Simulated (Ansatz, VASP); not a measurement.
# Ti: VASP beside Ansatz

```
Ti
1.0
     2.85084    0.00000    0.00000
    -1.42542    2.46890    0.00000
     0.00000    0.00000    4.51740
Ti
2
Direct
  0.33333 0.66667 0.25000
  0.66667 0.33333 0.75000
```

Change from the starting cell: volume scaled by 0.95, LAPW.

Alike in both runs: task single point; functional PBEsol; k mesh 17 × 17 × 9; occupations fermi-dirac, width 0.08 eV; no spin polarisation.

|  | VASP | Ansatz |
| --- | --- | --- |
| version | VASP 6.6.1 | Ansatz 0.2.0 |
| potentials or method | VASP PAW PBE potentials, release 64 (Ti_sv), cutoff 520 eV | all-electron LAPW, scalar-relativistic |

Ansatz gave:

- pressure (GPa): 6.7

Task: Which values does VASP return?

Result: Pressure (GPa): 6.3.

VASP's potentials were made for PBE, not for PBEsol. Ansatz ran all-electron here, and VASP with PAW potentials.
